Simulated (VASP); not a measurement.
## Pb33S32 (a cell with a defect): single point with PBEsol

The system is Pb33S32 (a cell with a defect).

```
S Pb
1.0
    11.80000    0.00000    0.00000
     0.00000   11.80000    0.00000
     0.00000    0.00000   11.80000
S Pb
32 33
Direct
  0.24771 0.99705 0.99919
  0.24658 0.00622 0.49932
  0.24655 0.49723 0.00806
  0.23413 0.51881 0.52043
  0.74791 0.99847 0.00075
  0.74858 0.98947 0.50057
  0.74881 0.49845 0.99170
  0.76200 0.47736 0.47960
  0.99720 0.24753 0.99919
  0.00637 0.24647 0.49932
  0.99861 0.74775 0.00076
  0.98961 0.74848 0.50059
  0.49739 0.24642 0.00804
  0.51895 0.23402 0.52045
  0.49859 0.74867 0.99173
  0.47753 0.76189 0.47957
  0.99719 0.99706 0.24986
  0.99860 0.99844 0.74997
  0.00596 0.49698 0.24860
  0.98985 0.49839 0.75092
  0.49708 0.00589 0.24860
  0.49855 0.98968 0.75089
  0.51858 0.51844 0.23631
  0.47767 0.47751 0.76453
  0.24420 0.24409 0.24594
  0.24618 0.24603 0.74967
  0.24623 0.74739 0.24821
  0.24829 0.74935 0.75145
  0.74752 0.24609 0.24823
  0.74950 0.24813 0.75144
  0.74934 0.74926 0.25034
  0.75183 0.75168 0.75374
  0.99793 0.99782 0.99993
  0.99756 0.99744 0.49995
  0.99758 0.49798 0.99974
  0.99807 0.49776 0.49993
  0.49807 0.99746 0.99975
  0.49792 0.99796 0.49993
  0.49781 0.49765 0.00014
  0.56787 0.56775 0.57014
  0.24607 0.24596 0.00120
  0.24109 0.24095 0.50284
  0.24793 0.74789 0.99980
  0.24303 0.75276 0.49977
  0.74801 0.24782 0.99982
  0.75289 0.24286 0.49983
  0.74968 0.74957 0.99874
  0.75397 0.75381 0.49771
  0.24602 0.99916 0.24816
  0.24799 0.99786 0.75000
  0.24105 0.50018 0.24308
  0.24308 0.49794 0.75460
  0.74809 0.99775 0.25016
  0.74977 0.99659 0.75175
  0.75282 0.49776 0.24532
  0.75413 0.49517 0.75609
  0.99931 0.24586 0.24816
  0.99799 0.24788 0.75002
  0.99792 0.74793 0.25016
  0.99673 0.74965 0.75172
  0.50035 0.24094 0.24308
  0.49804 0.24295 0.75463
  0.49801 0.75263 0.24529
  0.49529 0.75397 0.75611
  0.42629 0.42614 0.42863
```

| Quantity | Value |
| --- | --- |
| Program | VASP 6.6.1 |
| Task | single point |
| Functional | PBEsol |
| Potentials or basis | VASP PAW PBE potentials, release 64 (S, Pb_d) |
| Cutoff | 400 eV |
| k mesh | 1 × 1 × 1, shifted |
| Occupations | fermi-dirac, width 0.05 eV |
| Spin | no spin polarisation |

The pressure is 1.8 GPa, the largest force is 0.032 eV/Å and the band gap on the k mesh is 0.77 eV.

Forces in eV/Å, atoms in the order of the input:
```
S    0.002  0.002  0.001
S    0.001 -0.012 -0.002
S    0.004 -0.003 -0.007
S   -0.017 -0.011 -0.006
S    0.002  0.001 -0.004
S    0.010 -0.003  0.002
S   -0.001 -0.003 -0.003
S    0.008  0.008  0.014
S    0.001  0.004  0.001
S   -0.013  0.001 -0.002
S    0.001  0.002 -0.004
S   -0.002  0.008  0.001
S   -0.003  0.004 -0.005
S   -0.010 -0.017 -0.005
S   -0.003 -0.001 -0.004
S    0.007  0.008  0.014
S   -0.004 -0.004  0.000
S    0.002  0.002  0.000
S    0.003  0.006  0.008
S   -0.007 -0.001 -0.005
S    0.007  0.001  0.008
S   -0.002 -0.006 -0.003
S   -0.013 -0.014 -0.003
S    0.004  0.005 -0.012
S   -0.008 -0.008  0.004
S    0.014  0.014 -0.007
S    0.006  0.001  0.010
S    0.004 -0.006 -0.008
S    0.001  0.006  0.009
S   -0.006  0.005 -0.007
S    0.000 -0.003  0.005
S   -0.008 -0.008 -0.005
Pb  -0.003 -0.004 -0.002
Pb   0.003  0.003  0.004
Pb   0.002 -0.004  0.001
Pb   0.001 -0.005 -0.002
Pb  -0.003  0.001  0.001
Pb  -0.006  0.000 -0.002
Pb   0.000  0.002  0.016
Pb   0.019  0.019  0.017
Pb  -0.002 -0.002  0.000
Pb   0.003  0.003  0.003
Pb  -0.001 -0.003  0.006
Pb  -0.008  0.015 -0.002
Pb  -0.002 -0.003  0.005
Pb   0.015 -0.008 -0.003
Pb   0.002  0.002  0.000
Pb   0.004  0.006 -0.005
Pb   0.002 -0.006 -0.007
Pb  -0.003 -0.005  0.002
Pb   0.001  0.017 -0.002
Pb  -0.008 -0.003  0.019
Pb  -0.009 -0.002 -0.009
Pb   0.001 -0.005  0.008
Pb   0.005 -0.003 -0.020
Pb   0.006  0.006  0.009
Pb  -0.006  0.002 -0.007
Pb  -0.004 -0.004  0.002
Pb  -0.002 -0.008 -0.009
Pb  -0.005  0.000  0.009
Pb   0.017  0.000 -0.002
Pb  -0.003 -0.008  0.017
Pb  -0.006  0.009 -0.020
Pb   0.007  0.007  0.009
Pb   0.002  0.002 -0.020
```

Levels at points of the mesh, in eV from the valence-band top:
```tsv
k point	band 325	band 326	band 327	band 328	band 329	band 330
(0.25, 0.25, 0.25)	-0.83	-0.49	0.00	0.77	0.85	0.85
```

Run time: 17 min on 1 thread of Intel(R) Xeon(R) Platinum 8488C (Sapphire Rapids) (shared host), peak memory 1.1 GiB.

Caveat: the PAW data sets were made with another functional, which shifts forces and pressure a little; spin-orbit coupling is left out, which moves the levels of the heavy elements.
